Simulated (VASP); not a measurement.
# TiC (NiAs type) (P6_3/mmc) in VASP: a series of runs

TiC (NiAs type) is run at these levels: PBE; tasks: single point.

All numbers are computed with VASP 6.6.1; they aren't measurements. Logs are shortened: lines on timing, memory, paths and dates and some standing lists are left out, and cuts for length are marked.

### Step 1. The cell of the first run

The structure is hexagonal, space group P6_3/mmc (No. 194). The conventional cell has a = 3.042 Å, b = 3.042 Å, c = 5.380 Å, α = 90.00°, β = 90.00°, γ = 120.00°. Within 2.9 Å of Ti (site symmetry -3m) lie 6 C at 2.21 Å and 2 Ti at 2.69 Å. Within 2.9 Å of C (site symmetry -6m2) lie 6 Ti at 2.21 Å.

### Step 2. Single point, PBE

The input, INCAR:

```
SYSTEM = TiC
PREC     = Accurate       ! precision mode
ENCUT    = 520            ! plane-wave cutoff, eV
EDIFF    = 1E-6           ! SCF threshold, eV
ISMEAR   = -1             ! smearing method
SIGMA    = 0.05           ! smearing width, eV
LREAL    = .FALSE.        ! projectors in reciprocal space
LASPH    = .TRUE.         ! aspherical terms in the spheres
NELM     = 60             ! most SCF steps
ALGO     = Normal         ! electronic algorithm
ISIF     = 2              ! what is computed and relaxed
LWAVE    = .FALSE.        ! write WAVECAR
LCHARG   = .FALSE.        ! write CHGCAR
GGA      = PE             ! functional
NBANDS   = 24             ! bands
```

The input, KPOINTS:

```
Automatic mesh
0
G
  10 10 6
  0 0 0
```

The input, POSCAR:

```
TiC
1.0
    3.0417344969      0.0000000000      0.0000000000
   -1.5208672485      2.6342193459      0.0000000000
    0.0000000000      0.0000000000      5.3801147480
Ti C
2 2
Direct
    0.0000000000      0.0000000000      0.0000000000
    0.0000000000      0.0000000000      0.5000000000
    0.3333333333      0.6666666667      0.2500000000
    0.6666666667      0.3333333333      0.7500000000
```

Potentials or basis: VASP PAW PBE potentials, release 64 (Ti_sv, C).

Started as:

```sh
$ cat potpaw_PBE.64/Ti_sv/POTCAR potpaw_PBE.64/C/POTCAR > POTCAR
$ mpirun -np 1 vasp_std > vasp.out
```

OUTCAR:

```text
SYSTEM = TiC
   PREC = Accurate
   ENCUT = 520
   EDIFF = 1E-6
   ISMEAR = -1
   LREAL = .FALSE.
   LASPH = .TRUE.
   NELM = 60
   ISIF = 2
   GGA = PE

 ion  position               nearest neighbor table
   1  0.000  0.000  0.000-   3 2.21   4 2.21   4 2.21   3 2.21   4 2.21   3 2.21   2 2.69   2 2.69

   2  0.000  0.000  0.500-   3 2.21   4 2.21   4 2.21   3 2.21   4 2.21   3 2.21   1 2.69   1 2.69

   3  0.333  0.667  0.250-   1 2.21   2 2.21   1 2.21   2 2.21   1 2.21   2 2.21
   4  0.667  0.333  0.750-   1 2.21   2 2.21   1 2.21   2 2.21   1 2.21   2 2.21

  LATTYP: Found a hexagonal cell.
 ALAT       =     3.0417344969
 C/A-ratio  =     1.7687654046

  Lattice vectors:

 A1 = (   3.0417344969,   0.0000000000,   0.0000000000)
 A2 = (  -1.5208672485,   2.6342193459,   0.0000000000)
 A3 = (   0.0000000000,   0.0000000000,   5.3801147480)

Analysis of symmetry for initial positions (statically):
=====================================================================
 Subroutine PRICEL returns:
 Original cell was already a primitive cell.

 Routine SETGRP: Setting up the symmetry group for a
 hexagonal supercell.

 Subroutine GETGRP returns: Found 24 space group operations
 (whereof 12 operations were pure point group operations)
 out of a pool of 24 trial point group operations.

The static configuration has the point symmetry D_3d.
 The point group associated with its full space group is D_6h.

Analysis of symmetry for dynamics (positions and initial velocities):
=====================================================================
 Subroutine PRICEL returns:
 Original cell was already a primitive cell.

 Routine SETGRP: Setting up the symmetry group for a
 hexagonal supercell.

 Subroutine GETGRP returns: Found 24 space group operations
 (whereof 12 operations were pure point group operations)
 out of a pool of 24 trial point group operations.

The dynamic configuration has the point symmetry D_3d.
 The point group associated with its full space group is D_6h.

 Subroutine INISYM returns: Found 24 space group operations
 (whereof 12 operations are pure point group operations),
 and found     1 'primitive' translations

----------------------------------------------------------------------------------------

                                     Primitive cell

  volume of cell :      43.1087

  direct lattice vectors                    reciprocal lattice vectors
     3.041734497  0.000000000  0.000000000     0.328759792  0.189809554  0.000000000
    -1.520867249  2.634219346  0.000000000     0.000000000  0.379619109  0.000000000
     0.000000000  0.000000000  5.380114748     0.000000000  0.000000000  0.185869642

  length of vectors
     3.041734497  3.041734497  5.380114748     0.379619109  0.379619109  0.185869642

  position of ions in fractional coordinates (direct lattice)
     0.000000000  0.000000000  0.000000000
     0.000000000  0.000000000  0.500000000
     0.333333333  0.666666667  0.250000000
     0.666666667  0.333333333  0.750000000

  ion indices of the primitive-cell ions
   primitive index   ion index
                 1           1
                 2           2
                 3           3
                 4           4

----------------------------------------------------------------------------------------

 KPOINTS: Automatic mesh

Automatic generation of k-mesh.
 Grid dimensions read from file:
 generate k-points for:   10   10    6

 Generating k-lattice:

  Cartesian coordinates                     Fractional coordinates (reciprocal lattice)
     0.032875979  0.018980955  0.000000000     0.100000000  0.000000000  0.000000000
     0.000000000  0.037961911  0.000000000     0.000000000  0.100000000  0.000000000
     0.000000000  0.000000000  0.030978274     0.000000000  0.000000000  0.166666667

  Length of vectors
     0.037961911  0.037961911  0.030978274

  Shift w.r.t. Gamma in fractional coordinates (k-lattice)
     0.000000000  0.000000000  0.000000000

 Subroutine IBZKPT returns following result:
 ===========================================

 Found     56 irreducible k-points:

 Following reciprocal coordinates:
            Coordinates               Weight
  0.000000  0.000000  0.000000      1.000000
  0.100000  0.000000  0.000000      6.000000
  0.200000  0.000000  0.000000      6.000000
  0.300000  0.000000  0.000000      6.000000
  0.400000  0.000000  0.000000      6.000000
  0.500000  0.000000  0.000000      3.000000
[... 16 lines left out ...]
  0.300000  0.100000  0.166667     24.000000
  0.400000  0.100000  0.166667     24.000000
 [... further k-points ...]
   k-points           NKPTS =     56   k-points in BZ     NKDIM =     56   number of bands    NBANDS=     24
   number of dos      NEDOS =    301   number of ions     NIONS =      4
   total plane-waves  NPLWV =  23040
   dimension x,y,z NGX =    24 NGY =   24 NGZ =   40
   dimension x,y,z NGXF=    48 NGYF=   48 NGZF=   80
   ions per type =               2   2
   NGX,Y,Z   is equivalent  to a cutoff of  13.12, 13.12, 12.36 a.u.
   NGXF,Y,Z  is equivalent  to a cutoff of  26.23, 26.23, 24.72 a.u.
 SYSTEM =  TiC
   PREC   = accura    normal or accurate (medium, high low for compatibility)
   ISTART =      0    job   : 0-new  1-cont  2-samecut
   ICHARG =      2    charge: 1-file 2-atom 10-const
   ISPIN  =      1    spin polarized calculation?
   LNONCOLLINEAR =      F non collinear calculations
   LSORBIT =      F    spin-orbit coupling
   LASPH  =      T    aspherical Exc in radial PAW
   ENCUT  =  520.0 eV  38.22 Ry    6.18 a.u.   5.66  5.66 10.00*2*pi/ulx,y,z
   NELM   =     60;   NELMIN=  2; NELMDL= -5     # of ELM steps
   EDIFF  = 0.1E-05   stopping-criterion for ELM
   LREAL  =      F    real-space projection
   EDIFFG = 0.1E-04   stopping-criterion for IOM
   NSW    =      0    number of steps for IOM
   IBRION =     -1    ionic relax: 0-MD 1-quasi-New 2-CG
   NFREE  =      0    steps in history (QN), initial steepest desc. (CG)
   ISIF   =      2    stress and relaxation
   ISYM   =      2    0-nonsym 1-usesym 2-fastsym
   POTIM  = 0.5000    time-step for ionic-motion
   TEBEG  =    0.0;   TEEND  =   0.0 temperature during run
   PSTRESS=    0.0 pullay stress
   NELECT =      32.0000    total number of electrons
   NUPDOWN=      -1.0000    fix difference up-down
   EMIN   =  10.00;   EMAX   =-10.00  energy-range for DOS
   EFERMI =   0.00;   METHOD = LEGACY
   ISMEAR =    -1;   SIGMA  =   0.05  broadening in eV -4-tet -1-fermi 0-gaus
   EFERMI_NEDOS =   21; number of points for ismear=-14 and -15
   IALGO  =     38    algorithm
   IMIX   =      4    mixing-type and parameters
     AMIX     =   0.40;   BMIX     =  1.00
     AMIX_MAG =   1.60;   BMIX_MAG =  1.00
  volume/ion in A,a.u.               =      10.78        72.73
  Fermi-wavevector in a.u.,A,eV,Ry     =   1.482302  2.801144 29.894965  2.197218
  Thomas-Fermi vector in A             =   2.596105
   LORBIT       =      0    0 simple, 1 ext, 2 COOP (PROOUT), +10 PAW based schemes
   GGA     = PE    functional components
   LHFCALC =     F    Hartree Fock is set to
   AEXX    =    0.0000 exact exchange contribution
   IVDW    =     0    specifies the selected vdW correction
   LEPSILON=     F    determine dielectric tensor
   LRPA    =     F    only Hartree local field effects (RPA)
 non-spin polarized calculation
  energy-cutoff  :      520.00
  volume of cell :       43.11
 maximum number of plane-waves:      1184
 NGX is ok and might be reduce to    24
   NGX = 11   NGY = 11   NGZ = 21

 number of electron      32.0000001 magnetization

 Free energy of the ion-electron system (eV)
  ---------------------------------------------------
  ext. energy  EPLUGINS =         0.00000000
  ---------------------------------------------------
  free energy    TOTEN  =       -35.67179596 eV

  energy without entropy =      -35.66163209  energy(sigma->0) =      -35.66671403

 E-fermi :   8.5454     XC(G=0): -12.3467

 val. band max:        8.5043914906   @ k =   0.2000   0.0000   0.1667
 cond. band min:       8.5569660870   @ k =   0.4000   0.0000   0.3333
 fundamental gap:      0.0525745964
 Fermi energy:         8.5454196784

 k-point     1 :       0.0000    0.0000    0.0000
  band No.  band energies     occupation
      1     -48.0568      2.00000
      2     -47.9550      2.00000
      3     -24.5899      2.00000
      4     -24.1566      2.00000
      5     -24.1566      2.00000
      6     -24.0764      2.00000
[... 16 lines left out ...]
     23      11.8782      0.00000
     24      13.4767      0.00000

 k-point     2 :       0.1000    0.0000    0.0000
  band No.  band energies     occupation
      1     -48.0518      2.00000
      2     -47.9504      2.00000
      3     -24.5807      2.00000
      4     -24.1956      2.00000
      5     -24.1653      2.00000
      6     -24.1103      2.00000
[... 16 lines left out ...]
     23      12.2913      0.00000
     24      13.4608      0.00000

 k-point     3 :       0.2000    0.0000    0.0000
  band No.  band energies     occupation
      1     -48.0387      2.00000
      2     -47.9383      2.00000
      3     -24.5564      2.00000
      4     -24.2965      2.00000
      5     -24.1985      2.00000
      6     -24.1880      2.00000
[... 16 lines left out ...]
     23      13.2771      0.00000
     24      13.5983      0.00000

 k-point     4 :       0.3000    0.0000    0.0000
  band No.  band energies     occupation
      1     -48.0225      2.00000
      2     -47.9232      2.00000
      3     -24.5263      2.00000
      4     -24.4189      2.00000
      5     -24.3060      2.00000
      6     -24.2160      2.00000
[... 16 lines left out ...]
     23      13.1921      0.00000
     24      14.1927      0.00000

 k-point     5 :       0.4000    0.0000    0.0000
  band No.  band energies     occupation
      1     -48.0093      2.00000
      2     -47.9110      2.00000
      3     -24.5194      2.00000
      4     -24.4988      2.00000
      5     -24.3919      2.00000
      6     -24.2385      2.00000
[... 451 lines left out ...]
 k-point    22 :       0.2000    0.1000    0.1667
  band No.  band energies     occupation
      1     -48.0215      2.00000
      2     -47.9352      2.00000
      3     -24.4891      2.00000
      4     -24.3604      2.00000
      5     -24.2675      2.00000
      6     -24.2104      2.00000
[... 16 lines left out ...]
     23      13.1306      0.00000
     24      14.0286      0.00000

 k-point    23 :       0.3000    0.1000    0.1667
  band No.  band energies     occupation
      1     -48.0069      2.00000
      2     -47.9215      2.00000
      3     -24.4673      2.00000
      4     -24.4575      2.00000
      5     -24.3585      2.00000
      6     -24.2427      2.00000
[... 16 lines left out ...]
     23      12.9251      0.00000
     24      14.3375      0.00000

 k-point    24 :       0.4000    0.1000    0.1667
  band No.  band energies     occupation
      1     -47.9978      2.00000
      2     -47.9130      2.00000
      3     -24.5249      2.00000
      4     -24.4454      2.00000
      5     -24.4144      2.00000
      6     -24.2626      2.00000
[... 16 lines left out ...]
     23      12.6973      0.00000
     24      14.6318      0.00000

 [... further k-points ...]
[... 5 lines left out ...]
  --------------------------------------------------------------------------------------
  -------------------------------------------------------------------------------------
  Total        0.0434389      0.0434389      0.0486315     -0.0000000      0.0000000      0.0000000
  in kB        1.6144502      1.6144502      1.8074386     -0.0000000      0.0000000      0.0000000
  external PRESSURE =       1.6787796 kB  Pullay stress =       0.0000000 kB

 VOLUME and BASIS-vectors are now :
 -----------------------------------------------------------------------------
  energy-cutoff  :      520.00
  volume of cell :       43.11
      direct lattice vectors                 reciprocal lattice vectors
     3.041734497  0.000000000  0.000000000     0.328759792  0.189809554  0.000000000
    -1.520867249  2.634219346  0.000000000     0.000000000  0.379619109  0.000000000
     0.000000000  0.000000000  5.380114748     0.000000000  0.000000000  0.185869642

 POSITION                                       TOTAL-FORCE (eV/Angst)
 -----------------------------------------------------------------------------------
      0.00000      0.00000      0.00000        -0.000000      0.000000      0.000000
      0.00000      0.00000      2.69006        -0.000000      0.000000      0.000000
     -0.00000      1.75615      1.34503         0.000000      0.000000      0.000000
      1.52087      0.87807      4.03509        -0.000000      0.000000     -0.000000
 -----------------------------------------------------------------------------------
    total drift:                               -0.000000      0.000000      0.000000

  FREE ENERGIE OF THE ION-ELECTRON SYSTEM (eV)
  ---------------------------------------------------
  free  energy   TOTEN  =       -35.6717959620 eV

  energy  without entropy=      -35.6616320892  energy(sigma->0) =      -35.66671403
```

Run time: 50 s. Hardware: 1 thread of Intel Xeon 6975P-C (Granite Rapids), shared host; peak memory 0.18 GiB.

What came out:

| Quantity | Value |
| --- | --- |
| Free energy | -35.6718 eV |
| Pressure | 0.2 GPa |
| Band gap on the k mesh | zero (band 16 reaches 9.74 eV, above the bottom of band 17 at 8.44 eV) |

Levels at points of the mesh, in eV from the Fermi level:
```csv
k point,band 13,band 14,band 15,band 16,band 17,band 18,band 19,band 20
"(0.00, 0.00, 0.00)",-2.11,-1.01,1.20,1.20,1.21,1.21,1.33,2.11
"(0.50, 0.00, 0.00)",-2.36,-2.28,-1.30,-0.90,0.54,1.39,2.92,3.08
"(0.00, 0.00, 0.50)",-1.07,-1.07,-1.07,-1.07,1.91,1.91,1.91,1.91
"(0.50, 0.00, 0.50)",-1.93,-1.93,-1.32,-1.32,0.71,0.71,3.24,3.24
```

### Step 3. Single point, PBE

The input, INCAR:

```
  ALGO = Normal
  EDIFF = 1E-7
  ENCUT = 520
  GGA = PE
  ISIF = 2
  ISMEAR = -1
  LASPH = True
  LCHARG = True
  LELF = True
  LREAL = False
  LVHAR = True
  LWAVE = False
  NBANDS = 24
  NELM = 60
  PREC = Accurate
  SIGMA = 0.05
```

The input, KPOINTS:

```
k-points
0
Gamma
  10 10 6
```

POSCAR is that of step 2.

Potentials or basis: VASP PAW PBE potentials, release 64 (Ti_sv, C).

Started as:

```sh
$ cat potpaw_PBE.64/Ti_sv/POTCAR potpaw_PBE.64/C/POTCAR > POTCAR
$ mpirun -np 1 vasp_std > vasp.out
```

It took 48 s on 1 thread of Intel Xeon 6975P-C (Granite Rapids), shared host; peak memory 0.18 GiB.

It converged, with:

```yaml
Free_energy: -35.6718 eV
Pressure: 0.2 GPa
Band_gap_on_the_k_mesh: zero (band 16 reaches 9.74 eV, above the bottom of band 17 at 8.44 eV)
```

Levels at points of the mesh, in eV from the Fermi level:
| k point | band 12 | band 13 | band 14 | band 15 | band 16 | band 17 | band 18 | band 19 | band 20 | band 21 |
| --- | --- | --- | --- | --- | --- | --- | --- | --- | --- | --- |
| (0.00, 0.00, 0.00) | -2.11 | -2.11 | -1.01 | 1.20 | 1.20 | 1.21 | 1.21 | 1.33 | 2.11 | 2.11 |
| (0.50, 0.00, 0.00) | -3.35 | -2.36 | -2.28 | -1.30 | -0.90 | 0.54 | 1.39 | 2.92 | 3.08 | 3.43 |
| (0.00, 0.00, 0.50) | -2.78 | -1.07 | -1.07 | -1.07 | -1.07 | 1.91 | 1.91 | 1.91 | 1.91 | 2.54 |
| (0.50, 0.00, 0.50) | -4.37 | -1.93 | -1.93 | -1.32 | -1.32 | 0.71 | 0.71 | 3.24 | 3.24 | 3.75 |
